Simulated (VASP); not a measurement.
# Mo (Im-3m) in VASP: single point with PBE

Aim: the single point of Mo with PBE.

Program: VASP 6.6.1. These are calculated values, not measurements. Logs are shortened: lines on timing, memory, paths and dates and some standing lists are left out, and cuts for length are marked.

**1. The cell of the first run**

Symmetry: Im-3m, No. 229, cubic system. Conventional cell: a = 3.163 Å, b = 3.163 Å, c = 3.163 Å, α = 90.00°, β = 90.00°, γ = 90.00°. Within 3.6 Å of Mo (site symmetry m-3m) lie 14 Mo at 2.74 to 3.16 Å.

**2. Single point, PBE**

INCAR reads:

```
PREC     = Accurate       # precision mode
ENCUT    = 500            # plane-wave cutoff, eV
EDIFF    = 1E-6           # SCF threshold, eV
ISMEAR   = 0              # smearing method
SIGMA    = 0.1            # smearing width, eV
LREAL    = False          # projectors in reciprocal space
LASPH    = True           # aspherical terms in the spheres
NELM     = 120            # most SCF steps
ALGO     = Normal         # electronic algorithm
ISIF     = 2              # what is computed and relaxed
LWAVE    = False          # write WAVECAR
LCHARG   = True           # write CHGCAR
GGA      = PE             # functional
LELF     = True           # ELF
LVHAR    = True         
NBANDS   = 13             # bands
GGA_COMPAT= False
```

KPOINTS reads:

```
regular mesh
0
Gamma
  8 8 8
```

POSCAR reads:

```
Mo
1.0
   -1.5816435610      1.5816435610      1.5816435610
    1.5816435610     -1.5816435610      1.5816435610
    1.5816435610      1.5816435610     -1.5816435610
Mo
1
Direct
    0.0000000000      0.0000000000      0.0000000000
```

Potentials or basis: VASP PAW PBE potentials, release 64 (Mo_sv).

Run with:

```sh
cat potpaw_PBE.64/Mo_sv/POTCAR > POTCAR
mpirun -np 1 vasp_std > vasp.out
```

OUTCAR:

```text
PREC = Accurate
   ENCUT = 500
   EDIFF = 1E-6
   ISMEAR = 0
   LREAL = False
   LASPH = True
   NELM = 120
   ISIF = 2
   GGA = PE

 ion  position               nearest neighbor table
   1  0.000  0.000  0.000-

  LATTYP: Found a body centered cubic cell.
 ALAT       =     3.1632871220

  Lattice vectors:

 A1 = (  -1.5816435610,   1.5816435610,   1.5816435610)
 A2 = (   1.5816435610,  -1.5816435610,   1.5816435610)
 A3 = (   1.5816435610,   1.5816435610,  -1.5816435610)

Analysis of symmetry for initial positions (statically):
=====================================================================
 Subroutine PRICEL returns:
 Original cell was already a primitive cell.

 Routine SETGRP: Setting up the symmetry group for a
 body centered cubic supercell.

 Subroutine GETGRP returns: Found 48 space group operations
[... 9 lines left out ...]

 Routine SETGRP: Setting up the symmetry group for a
 body centered cubic supercell.

 Subroutine GETGRP returns: Found 48 space group operations
[... 11 lines left out ...]
                                     Primitive cell

  volume of cell :      15.8265

  direct lattice vectors                    reciprocal lattice vectors
    -1.581643561  1.581643561  1.581643561     0.000000000  0.316126852  0.316126852
     1.581643561 -1.581643561  1.581643561     0.316126852  0.000000000  0.316126852
     1.581643561  1.581643561 -1.581643561     0.316126852  0.316126852  0.000000000

  length of vectors
     2.739487007  2.739487007  2.739487007     0.447070882  0.447070882  0.447070882

  position of ions in fractional coordinates (direct lattice)
     0.000000000  0.000000000  0.000000000

  ion indices of the primitive-cell ions
   primitive index   ion index
                 1           1

----------------------------------------------------------------------------------------

 KPOINTS: regular mesh

Automatic generation of k-mesh.
 Grid dimensions read from file:
 generate k-points for:    8    8    8

 Generating k-lattice:

  Cartesian coordinates                     Fractional coordinates (reciprocal lattice)
     0.000000000  0.039515857  0.039515857     0.125000000  0.000000000  0.000000000
     0.039515857  0.000000000  0.039515857     0.000000000  0.125000000  0.000000000
     0.039515857  0.039515857  0.000000000     0.000000000  0.000000000  0.125000000

  Length of vectors
     0.055883860  0.055883860  0.055883860

  Shift w.r.t. Gamma in fractional coordinates (k-lattice)
     0.000000000  0.000000000  0.000000000

 Subroutine IBZKPT returns following result:
 ===========================================

 Found     29 irreducible k-points:

 Following reciprocal coordinates:
            Coordinates               Weight
  0.000000  0.000000  0.000000      1.000000
  0.125000  0.000000  0.000000     12.000000
  0.250000  0.000000  0.000000     12.000000
  0.375000  0.000000  0.000000     12.000000
  0.500000  0.000000  0.000000      6.000000
  0.125000  0.125000  0.000000     24.000000
[... 16 lines left out ...]
 -0.250000  0.250000  0.250000      6.000000
 -0.375000  0.375000  0.250000     24.000000
 [... further k-points ...]
   k-points           NKPTS =     29   k-points in BZ     NKDIM =     29   number of bands    NBANDS=     13
   number of dos      NEDOS =    301   number of ions     NIONS =      1
   total plane-waves  NPLWV =   8000
   dimension x,y,z NGX =    20 NGY =   20 NGZ =   20
   dimension x,y,z NGXF=    40 NGYF=   40 NGZF=   40
   ions per type =               1
   NGX,Y,Z   is equivalent  to a cutoff of  12.14, 12.14, 12.14 a.u.
   NGXF,Y,Z  is equivalent  to a cutoff of  24.27, 24.27, 24.27 a.u.
 SYSTEM =  unknown system
   PREC   = accura    normal or accurate (medium, high low for compatibility)
   ISTART =      0    job   : 0-new  1-cont  2-samecut
   ICHARG =      2    charge: 1-file 2-atom 10-const
   ISPIN  =      1    spin polarized calculation?
   LNONCOLLINEAR =      F non collinear calculations
   LSORBIT =      F    spin-orbit coupling
   LASPH  =      T    aspherical Exc in radial PAW
   ENCUT  =  500.0 eV  36.75 Ry    6.06 a.u.   4.99  4.99  4.99*2*pi/ulx,y,z
   NELM   =    120;   NELMIN=  2; NELMDL= -5     # of ELM steps
   EDIFF  = 0.1E-05   stopping-criterion for ELM
   LREAL  =      F    real-space projection
   EDIFFG = 0.1E-04   stopping-criterion for IOM
   NSW    =      0    number of steps for IOM
   IBRION =     -1    ionic relax: 0-MD 1-quasi-New 2-CG
   NFREE  =      0    steps in history (QN), initial steepest desc. (CG)
   ISIF   =      2    stress and relaxation
   ISYM   =      2    0-nonsym 1-usesym 2-fastsym
   POTIM  = 0.5000    time-step for ionic-motion
   TEBEG  =    0.0;   TEEND  =   0.0 temperature during run
   PSTRESS=    0.0 pullay stress
   NELECT =      14.0000    total number of electrons
   NUPDOWN=      -1.0000    fix difference up-down
   EMIN   =  10.00;   EMAX   =-10.00  energy-range for DOS
   EFERMI =   0.00;   METHOD = LEGACY
   ISMEAR =     0;   SIGMA  =   0.10  broadening in eV -4-tet -1-fermi 0-gaus
   EFERMI_NEDOS =   21; number of points for ismear=-14 and -15
   IALGO  =     38    algorithm
   IMIX   =      4    mixing-type and parameters
     AMIX     =   0.40;   BMIX     =  1.00
     AMIX_MAG =   1.60;   BMIX_MAG =  1.00
  volume/ion in A,a.u.               =      15.83       106.80
  Fermi-wavevector in a.u.,A,eV,Ry     =   1.571528  2.969758 33.602328  2.469701
  Thomas-Fermi vector in A             =   2.673099
   LORBIT       =      0    0 simple, 1 ext, 2 COOP (PROOUT), +10 PAW based schemes
   GGA     = PE    functional components
   LHFCALC =     F    Hartree Fock is set to
   AEXX    =    0.0000 exact exchange contribution
   IVDW    =     0    specifies the selected vdW correction
   LEPSILON=     F    determine dielectric tensor
   LRPA    =     F    only Hartree local field effects (RPA)
 non-spin polarized calculation
 Gauss-broadening in eV      SIGMA  =   0.10
  energy-cutoff  :      500.00
  volume of cell :       15.83
 maximum number of plane-waves:       420
   NGX =  9   NGY =  9   NGZ =  9

 number of electron      14.0000004 magnetization

 Free energy of the ion-electron system (eV)
  ---------------------------------------------------
  ext. energy  EPLUGINS =         0.00000000
  ---------------------------------------------------
  free energy    TOTEN  =       -10.91527148 eV

  energy without entropy =      -10.91101030  energy(sigma->0) =      -10.91314089

 E-fermi :  12.2705     XC(G=0): -13.3224

 val. band max:       12.2647573182   @ k =  -0.2500   0.2500   0.1250
 cond. band min:      12.3722545973   @ k =   0.3750   0.0000   0.0000
 fundamental gap:      0.1074972791
 Fermi energy:        12.2705464863

 k-point     1 :       0.0000    0.0000    0.0000
  band No.  band energies     occupation
      1     -48.8952      2.00000
      2     -22.1889      2.00000
      3     -22.1889      2.00000
      4     -22.1889      2.00000
      5       5.2001      2.00000
      6      11.0489      2.00000
      7      11.0489      2.00000
      8      11.0489      2.00000
      9      14.0289      0.00000
     10      14.0289      0.00000
     11      27.2078      0.00000
     12      27.2078      0.00000
     13      27.2078      0.00000

 k-point     2 :       0.1250    0.0000    0.0000
  band No.  band energies     occupation
      1     -48.8591      2.00000
      2     -22.3978      2.00000
      3     -22.2538      2.00000
      4     -22.1904      2.00000
      5       5.8515      2.00000
      6      10.6921      2.00000
      7      10.9605      2.00000
      8      11.6784      2.00000
      9      13.6045      0.00000
     10      14.0472      0.00000
     11      27.6103      0.00000
     12      28.3077      0.00000
     13      28.3267      0.00000

 k-point     3 :       0.2500    0.0000    0.0000
  band No.  band energies     occupation
      1     -48.7708      2.00000
      2     -22.8842      2.00000
      3     -22.4076      2.00000
      4     -22.1941      2.00000
      5       7.1598      2.00000
      6       9.9370      2.00000
      7      10.8459      2.00000
      8      13.4250      0.00000
      9      13.5074      0.00000
     10      14.1864      0.00000
     11      27.1533      0.00000
     12      28.4351      0.00000
     13      31.2923      0.00000

 k-point     4 :       0.3750    0.0000    0.0000
  band No.  band energies     occupation
      1     -48.6811      2.00000
      2     -23.3482      2.00000
      3     -22.5576      2.00000
      4     -22.1980      2.00000
      5       7.3498      2.00000
      6       9.2904      2.00000
      7      12.3723      0.15033
      8      13.9934      0.00000
      9      14.4836      0.00000
     10      15.7349      0.00000
     11      25.2382      0.00000
     12      25.5992      0.00000
     13      31.7426      0.00000

 k-point     5 :       0.5000    0.0000    0.0000
  band No.  band energies     occupation
      1     -48.6434      2.00000
      2     -23.5346      2.00000
      3     -22.6186      2.00000
      4     -22.1997      2.00000
      5       7.1426      2.00000
      6       9.0464      2.00000
      7      13.9742      0.00000
      8      14.0494      0.00000
      9      14.6683      0.00000
     10      17.0434      0.00000
     11      23.8457      0.00000
     12      24.3310      0.00000
     13      29.5951      0.00000
[... 257 lines left out ...]
 k-point    22 :       0.2500    0.2500    0.2500
  band No.  band energies     occupation
      1     -48.6241      2.00000
      2     -22.8700      2.00000
      3     -22.8700      2.00000
      4     -22.8700      2.00000
      5       9.7984      2.00000
      6       9.7984      2.00000
      7       9.7984      2.00000
      8      14.7893      0.00000
      9      14.7893      0.00000
     10      21.8657      0.00000
     11      23.8130      0.00000
     12      23.8130      0.00000
     13      23.8130      0.00000

 k-point    23 :      -0.2500    0.2500    0.2500
  band No.  band energies     occupation
      1     -48.6642      2.00000
      2     -22.9097      2.00000
      3     -22.6452      2.00000
      4     -22.6452      2.00000
      5       8.6666      2.00000
      6       9.7768      2.00000
      7      11.7783      2.00000
      8      11.7783      2.00000
      9      13.2476      0.00000
     10      15.7558      0.00000
     11      27.5265      0.00000
     12      30.5289      0.00000
     13      30.8329      0.00000

 k-point    24 :      -0.3750    0.3750    0.2500
  band No.  band energies     occupation
      1     -48.5876      2.00000
      2     -23.1885      2.00000
      3     -22.8076      2.00000
      4     -22.6849      2.00000
      5       8.5168      2.00000
      6       9.0697      2.00000
      7      11.7735      2.00000
      8      12.5956      0.00000
      9      15.2259      0.00000
     10      17.3083      0.00000
     11      26.0443      0.00000
     12      28.0614      0.00000
     13      29.1538      0.00000

 [... further k-points ...]
[... 5 lines left out ...]
  --------------------------------------------------------------------------------------
  -------------------------------------------------------------------------------------
  Total        0.0503692      0.0503692      0.0503692      0.0000000     -0.0000000      0.0000000
  in kB        5.0990512      5.0990512      5.0990512      0.0000000     -0.0000000      0.0000000
  external PRESSURE =       5.0990512 kB  Pullay stress =       0.0000000 kB

 VOLUME and BASIS-vectors are now :
 -----------------------------------------------------------------------------
  energy-cutoff  :      500.00
  volume of cell :       15.83
      direct lattice vectors                 reciprocal lattice vectors
    -1.581643561  1.581643561  1.581643561     0.000000000  0.316126852  0.316126852
     1.581643561 -1.581643561  1.581643561     0.316126852  0.000000000  0.316126852
     1.581643561  1.581643561 -1.581643561     0.316126852  0.316126852  0.000000000

 POSITION                                       TOTAL-FORCE (eV/Angst)
 -----------------------------------------------------------------------------------
      0.00000      0.00000      0.00000         0.000000      0.000000      0.000000
 -----------------------------------------------------------------------------------
    total drift:                                0.000000     -0.000000      0.000000

  FREE ENERGIE OF THE ION-ELECTRON SYSTEM (eV)
  ---------------------------------------------------
  free  energy   TOTEN  =       -10.9152714850 eV

  energy  without entropy=      -10.9110102980  energy(sigma->0) =      -10.91314089
```

It took 8.5 s on 1 thread of Intel Xeon 8259CL, shared host; peak memory 0.12 GiB.

What came out:

```
Free energy            : -10.9153 eV
Pressure               : 0.5 GPa
Band gap on the k mesh : zero (band 7 reaches 16.30 eV, above the bottom of band 8 at 11.05 eV)
```
